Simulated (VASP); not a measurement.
## LiH: single point with PBE

Crystal: LiH.

```
Li H
1.0
     2.50166    0.00000    0.00000
     0.00000    2.50166    0.00000
     0.00000    0.00000    2.50166
Li H
1 1
Direct
  0.00000 0.00000 0.00000
  0.50000 0.50000 0.50000
```

```
Program                : VASP 6.6.1
Task                   : single point
Functional             : PBE
Potentials or basis    : VASP PAW PBE potentials, release 64 (Li_sv, H)
Cutoff                 : 520 eV
k mesh                 : 6 × 6 × 6
Occupations            : gaussian, width 0.01 eV
Spin                   : no spin polarisation
Dipole correction      : no
Further INCAR settings : ALGO = Normal; EDIFF = 1e-06; NBANDS = 9
```

- Band gap on the k mesh: 0.72 eV, indirect (least direct gap 4.20 eV)

Levels at points of the mesh, in eV from the valence-band top:
```csv
k point,band 1,band 2,band 3,band 4,band 5,band 6,band 7
"(0.00, 0.00, 0.00)",-48.15,-8.84,11.95,11.95,11.95,12.56,15.10
"(0.50, 0.00, 0.00)",-48.10,-6.60,0.72,11.42,16.24,16.24,19.81
"(0.50, 0.50, 0.00)",-48.05,-2.68,1.53,1.53,9.10,19.45,20.82
"(0.50, 0.50, 0.50)",-48.01,0.00,6.40,6.40,6.40,8.76,8.76
```

It took 4.6 s on 1 thread of AMD EPYC 7R43 64-Core Processor (Zen 3) (shared host), peak memory 0.08 GiB.

 A k mesh can miss the band edges.
